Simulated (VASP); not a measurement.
Wanted: the native input for a VASP 6.6.1 run.

* Task: single point
* Functional: r2SCAN
* Potentials or basis: VASP PAW PBE potentials, release 64 (Ta_sv_GW, N_h)
* Cutoff: 1460 eV
* k mesh: 10 × 10 × 10
* Occupations: fermi-dirac, width 0.05 eV
* Spin: no spin polarisation
* Hubbard terms: Ta d U = 1.0 eV
* Dipole correction: no
* Further INCAR settings: ALGO = Normal; EDIFF = 1e-06; NBANDS = 16

TaN:

```
CELL_PARAMETERS angstrom
0.00000 2.21132 2.21132
2.21132 0.00000 2.21132
2.21132 2.21132 0.00000
ATOMIC_POSITIONS crystal
Ta 0.50000 0.50000 0.50000
N 0.00000 0.00000 0.00000
```

These files were run (other wordings do the same):

POSCAR

```
TaN
1.0
    0.0000000000      2.2113230000      2.2113230000
    2.2113230000      0.0000000000      2.2113230000
    2.2113230000      2.2113230000      0.0000000000
Ta N
1 1
Direct
    0.5000000000      0.5000000000      0.5000000000
    0.0000000000      0.0000000000      0.0000000000
```

INCAR.step1

```
SYSTEM = TaN
  PREC = Accurate
  ENCUT = 1460
  ISMEAR = -1
  SIGMA = 0.05
  LREAL = .False.
  LASPH = .True.
  NELM = 200
  LMAXMIX = 4
  LDAU = .True.
  LDAUTYPE = 2
  LDAUL = 2 -1
  LDAUU = 1 0
  LDAUJ = 0 0
  NBANDS = 16
  GGA = PE
  ALGO = Normal
  EDIFF = 1E-5
  LWAVE = .True.
  LCHARG = .False.
  GGA_COMPAT = .False.
```

INCAR.step2

```
SYSTEM = TaN
  PREC = Accurate
  ENCUT = 1460
  EDIFF = 1E-6
  ISMEAR = -1
  SIGMA = 0.05
  LREAL = .False.
  LASPH = .True.
  NELM = 200
  ALGO = Normal
  ISIF = 2
  LWAVE = .False.
  LCHARG = .False.
  LMAXMIX = 4
  LDAU = .True.
  LDAUTYPE = 2
  LDAUL = 2 -1
  LDAUU = 1 0
  LDAUJ = 0 0
  LDAUPRINT = 1
  METAGGA = R2SCAN
  LMIXTAU = .True.
  NBANDS = 16
  ISTART = 1
  GGA_COMPAT = .False.
```

KPOINTS

```
regular mesh
0
Gamma
  10 10 10
  0 0 0
```

Potentials or basis: VASP PAW PBE potentials, release 64 (Ta_sv_GW, N_h).

Run with:

```console
$ cat potpaw_PBE.64/Ta_sv_GW/POTCAR potpaw_PBE.64/N_h/POTCAR > POTCAR
$ cp INCAR.step1 INCAR
$ mpirun -np 1 vasp_std > vasp.out
$ cp INCAR.step2 INCAR
$ mpirun -np 1 vasp_std > vasp.out
```

It gave:

```json
{"Pressure": "-3.6 GPa", "Band gap on the k mesh": "zero (bands 9 and 10 overlap by 4.00 eV)"}
```

Caveat: the cell stands under tension; the PAW data sets were made with another functional, which shifts forces and pressure a little; spin-orbit coupling is left out, which moves the levels of the heavy elements; U without spin polarisation on a metal has little footing.

Run time: 6.4 min on 1 thread of AMD EPYC 7R43 64-Core Processor (Zen 3), with other jobs on the host, peak memory 0.31 GiB.
